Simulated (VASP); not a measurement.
# Si4PI (P4/mmm) in VASP: a series of runs, part 2 of 2

VASP 6.6.1. The steps go on from the part before.

### Step 4. Single point, PBE

This run uses another cell than the first one, of 25.20 Å³/atom.

Contents of INCAR:

```
ALGO = Normal
EDIFF = 1E-6
ENCUT = 520
GGA = PE
ISIF = 2
ISMEAR = 0
LASPH = T
LCHARG = F
LREAL = F
LWAVE = F
NBANDS = 23
NELM = 80
PREC = Accurate
SIGMA = 0.1
```

Contents of KPOINTS:

```
k-points
0
Gamma
  4 4 4
```

Contents of POSCAR:

```
Si4PI
1.0
    4.7318612600      0.0000000000      0.0000000000
    0.0000000000      4.7318612600      0.0000000000
    0.0000000000      0.0000000000      6.7526042400
Si P I
4 1 1
Direct
    0.5000000000      0.0000000000      0.7628759100
    0.0000000000      0.5000000000      0.2371240900
    0.5000000000      0.0000000000      0.2371240900
    0.0000000000      0.5000000000      0.7628759100
    0.0000000000      0.0000000000      0.0000000000
    0.5000000000      0.5000000000      0.5000000000
```

Potentials or basis: VASP PAW PBE potentials, release 64 (Si, P, I).

The run is started by

```sh
> cat potpaw_PBE.64/Si/POTCAR potpaw_PBE.64/P/POTCAR potpaw_PBE.64/I/POTCAR > POTCAR
> mpirun -np 1 vasp_std > vasp.out
```

OUTCAR:

```text
EDIFF = 1E-6
   ENCUT = 520
   GGA = PE
   ISIF = 2
   ISMEAR = 0
   LASPH = T
   LREAL = F
   NELM = 80
   PREC = Accurate

 ion  position               nearest neighbor table
   1  0.500  0.000  0.763-   5 2.86   5 2.86   6 2.96   6 2.96
   2  0.000  0.500  0.237-   5 2.86   5 2.86   6 2.96   6 2.96
   3  0.500  0.000  0.237-   5 2.86   5 2.86   6 2.96   6 2.96
   4  0.000  0.500  0.763-   5 2.86   5 2.86   6 2.96   6 2.96
   5  0.000  0.000  0.000-   1 2.86   2 2.86   3 2.86   4 2.86   2 2.86   4 2.86   1 2.86   3 2.86

   6  0.500  0.500  0.500-   1 2.96   2 2.96   3 2.96   4 2.96   1 2.96   3 2.96   2 2.96   4 2.96

  LATTYP: Found a simple tetragonal cell.
 ALAT       =     4.7318612600
 C/A-ratio  =     1.4270503442

  Lattice vectors:

 A1 = (   4.7318612600,   0.0000000000,   0.0000000000)
 A2 = (   0.0000000000,   4.7318612600,   0.0000000000)
 A3 = (   0.0000000000,   0.0000000000,   6.7526042400)

Analysis of symmetry for initial positions (statically):
=====================================================================
 Subroutine PRICEL returns:
 Original cell was already a primitive cell.

 Routine SETGRP: Setting up the symmetry group for a
 simple tetragonal supercell.

 Subroutine GETGRP returns: Found 16 space group operations
 (whereof 16 operations were pure point group operations)
 out of a pool of 16 trial point group operations.

The static configuration has the point symmetry D_4h.

Analysis of symmetry for dynamics (positions and initial velocities):
=====================================================================
 Subroutine PRICEL returns:
 Original cell was already a primitive cell.

 Routine SETGRP: Setting up the symmetry group for a
 simple tetragonal supercell.

 Subroutine GETGRP returns: Found 16 space group operations
 (whereof 16 operations were pure point group operations)
[... 123 lines left out ...]
     AMIX_MAG =   1.60;   BMIX_MAG =  1.00
  volume/ion in A,a.u.               =      25.20       170.05
  Fermi-wavevector in a.u.,A,eV,Ry     =   0.933145  1.763388 11.847400  0.870759
  Thomas-Fermi vector in A             =   2.059816
   LORBIT       =      0    0 simple, 1 ext, 2 COOP (PROOUT), +10 PAW based schemes
   GGA     = PE    functional components
   LHFCALC =     F    Hartree Fock is set to
   AEXX    =    0.0000 exact exchange contribution
   IVDW    =     0    specifies the selected vdW correction
   LEPSILON=     F    determine dielectric tensor
   LRPA    =     F    only Hartree local field effects (RPA)
 non-spin polarized calculation
 Gauss-broadening in eV      SIGMA  =   0.10
  energy-cutoff  :      520.00
  volume of cell :      151.19
 maximum number of plane-waves:      4113
 NGX is ok and might be reduce to    36
   NGX = 17   NGY = 17   NGZ = 25

 number of electron      27.9999997 magnetization

 Free energy of the ion-electron system (eV)
  ---------------------------------------------------
  ext. energy  EPLUGINS =         0.00000000
  ---------------------------------------------------
  free energy    TOTEN  =       -21.42253363 eV

  energy without entropy =      -21.40143014  energy(sigma->0) =      -21.41198188

 E-fermi :   5.3121     XC(G=0):  -9.1173

 val. band max:        5.2710970741   @ k =   0.0000   0.0000   0.5000
 cond. band min:       5.3432051847   @ k =   0.2500   0.2500   0.0000
 fundamental gap:      0.0721081106
 Fermi energy:         5.3121477016

 k-point     1 :       0.0000    0.0000    0.0000
  band No.  band energies     occupation
      1      -9.7427      2.00000
      2      -5.9720      2.00000
      3      -3.5795      2.00000
      4      -0.9255      2.00000
      5      -0.3635      2.00000
      6      -0.2071      2.00000
[... 457 lines left out ...]
     22       8.4873      0.00000
     23       8.8174      0.00000

------------------------ aborting loop because EDIFF is reached ----------------------------------------

  FORCE on cell =-STRESS in cart. coord.  units (eV):
  Direction    XX          YY          ZZ          XY          YZ          ZX
  --------------------------------------------------------------------------------------
  -------------------------------------------------------------------------------------
  Total       -3.8761640     -3.8761640     -5.6166457      0.0000000      0.0000000      0.0000000
  in kB      -41.0749857    -41.0749857    -59.5185451      0.0000000      0.0000000      0.0000000
  external PRESSURE =     -47.2228389 kB  Pullay stress =       0.0000000 kB

 VOLUME and BASIS-vectors are now :
 -----------------------------------------------------------------------------
  energy-cutoff  :      520.00
  volume of cell :      151.19
      direct lattice vectors                 reciprocal lattice vectors
     4.731861260  0.000000000  0.000000000     0.211333331  0.000000000  0.000000000
     0.000000000  4.731861260  0.000000000     0.000000000  0.211333331  0.000000000
     0.000000000  0.000000000  6.752604240     0.000000000  0.000000000  0.148091013

 POSITION                                       TOTAL-FORCE (eV/Angst)
 -----------------------------------------------------------------------------------
      2.36593      0.00000      5.15140        -0.000000      0.000000      1.247026
      0.00000      2.36593      1.60121        -0.000000      0.000000     -1.247026
      2.36593      0.00000      1.60121         0.000000     -0.000000     -1.247026
      0.00000      2.36593      5.15140        -0.000000      0.000000      1.247026
      0.00000      0.00000      0.00000        -0.000000      0.000000      0.000000
      2.36593      2.36593      3.37630        -0.000000      0.000000      0.000000
 -----------------------------------------------------------------------------------
    total drift:                               -0.000000      0.000000      0.000000

  FREE ENERGIE OF THE ION-ELECTRON SYSTEM (eV)
  ---------------------------------------------------
  free  energy   TOTEN  =       -21.4225336309 eV

  energy  without entropy=      -21.4014301357  energy(sigma->0) =      -21.41198188
```

OSZICAR:

```text
N       E                     dE             d eps       ncg     rms          rms(c)
DAV:   1     0.792410072506E+02    0.79241E+02   -0.10455E+04   828   0.983E+02
DAV:   2    -0.148292584157E+02   -0.94070E+02   -0.87895E+02  1103   0.142E+02
DAV:   3    -0.216543471468E+02   -0.68251E+01   -0.66460E+01  1034   0.356E+01
DAV:   4    -0.218324311954E+02   -0.17808E+00   -0.17679E+00  1177   0.657E+00
DAV:   5    -0.218356908352E+02   -0.32596E-02   -0.32587E-02  1083   0.737E-01    0.124E+01
DAV:   6    -0.214200675330E+02    0.41562E+00   -0.12922E+00  1072   0.513E+00    0.762E+00
DAV:   7    -0.214250753935E+02   -0.50079E-02   -0.26486E-01   975   0.207E+00    0.513E+00
DAV:   8    -0.214257141854E+02   -0.63879E-03   -0.39343E-02  1004   0.878E-01    0.768E-01
DAV:   9    -0.214225475630E+02    0.31666E-02   -0.12402E-02   943   0.477E-01    0.772E-01
DAV:  10    -0.214225612351E+02   -0.13672E-04   -0.27496E-03  1059   0.237E-01    0.146E-01
DAV:  11    -0.214225218976E+02    0.39338E-04   -0.26577E-04  1028   0.747E-02    0.170E-01
DAV:  12    -0.214225292571E+02   -0.73594E-05   -0.67258E-05  1110   0.342E-02    0.530E-02
DAV:  13    -0.214225333434E+02   -0.40864E-05   -0.16726E-05  1000   0.173E-02    0.449E-02
DAV:  14    -0.214225336309E+02   -0.28745E-06   -0.22805E-06   846   0.718E-03
   1 F= -.21422534E+02 E0= -.21411982E+02  d E =-.211035E-01
```

stdout:

```text
POSCAR found type information on POSCAR SiP I
 POSCAR found :  3 types and       6 ions
 scaLAPACK will be used
 LDA part: xc-table for (Slater+PW92), standard interpolation
 POSCAR, INCAR and KPOINTS ok, starting setup
 FFT: planning ... GRIDC
 FFT: planning ... GRID_SOFT
 FFT: planning ... GRID
 WAVECAR not read
 entering main loop
```

Run time: 74 s. Hardware: 1 thread of Oxide Virtual Turin-like, shared host; peak memory 0.23 GiB.

Results:

| Item | Value |
| --- | --- |
| Free energy | -21.4225 eV |
| Pressure | -4.7 GPa |
| Largest force | 1.247 eV/Å |
| Band gap on the k mesh | zero (bands 14 and 15 overlap by 2.22 eV) |

Forces in eV/Å, atoms in the order of the input:
```
Si   0.000  0.000  1.247
Si   0.000  0.000 -1.247
Si   0.000  0.000 -1.247
Si   0.000  0.000  1.247
P    0.000  0.000  0.000
I    0.000  0.000  0.000
```

Stress tensor (GPa, compression positive):
```
-4.11  0.00  0.00
 0.00 -4.11  0.00
 0.00  0.00 -5.95
```

Levels at points of the mesh, in eV from the Fermi level:
| k point | band 11 | band 12 | band 13 | band 14 | band 15 | band 16 | band 17 | band 18 |
| --- | --- | --- | --- | --- | --- | --- | --- | --- |
| (0.00, 0.00, 0.00) | -3.16 | -1.98 | -1.51 | -1.51 | -1.47 | 0.96 | 2.55 | 2.55 |
| (0.50, 0.00, 0.00) | -2.86 | -1.68 | -0.24 | 0.08 | 0.17 | 0.48 | 1.11 | 1.74 |
| (0.50, 0.50, 0.00) | -2.38 | -1.67 | 0.75 | 0.75 | 2.38 | 2.73 | 2.73 | 2.76 |
| (0.00, 0.00, 0.50) | -2.44 | -1.31 | -0.04 | 0.19 | 0.19 | 0.36 | 0.36 | 0.55 |
| (0.50, 0.00, 0.50) | -0.96 | -0.94 | -0.93 | -0.91 | -0.67 | -0.55 | 2.25 | 2.32 |
| (0.50, 0.50, 0.50) | -1.87 | -1.87 | -0.93 | -0.27 | 0.06 | 1.13 | 2.94 | 2.94 |

Caveat: the cell stands under tension; spin-orbit coupling is left out, which moves the levels of the heavy elements; forces of over 1 eV/Å act on the atoms, so gaps and moduli don't describe the material at rest.

### Step 5. Summary

```tsv
cell	k mesh	gap on the mesh (eV)	pressure (GPa)	largest force (eV/Å)
a = 3.565, b = 3.565, c = 9.966 Å, 6 atoms, atomic positions A	4 × 4 × 4	none	0.0	-
a = 3.490, b = 3.490, c = 10.181 Å, 6 atoms, atomic positions B	6 × 6 × 2	none	0.0	0.02
a = 4.732, b = 4.732, c = 6.753 Å, 6 atoms, atomic positions C	4 × 4 × 4	none	-4.7	1.25
```

Alike in all rows: task single point; level PBE; potentials or basis VASP PAW PBE potentials, release 64 (Si, P, I); no spin polarisation; cutoff (eV) 520; smearing gaussian 0.1 eV.

Caveats: some runs use coarse meshes; spin-orbit coupling is left out, which moves the levels of the heavy elements; the cell stands under tension (at least some runs); forces of over 1 eV/Å act on the atoms, so gaps and moduli don't describe the material at rest (at least some runs).

Total energies depend on the potentials used, so only differences within one code and one set of settings carry meaning.

The gap in the log of VASP goes by the Fermi energy; the results here count the filled bands.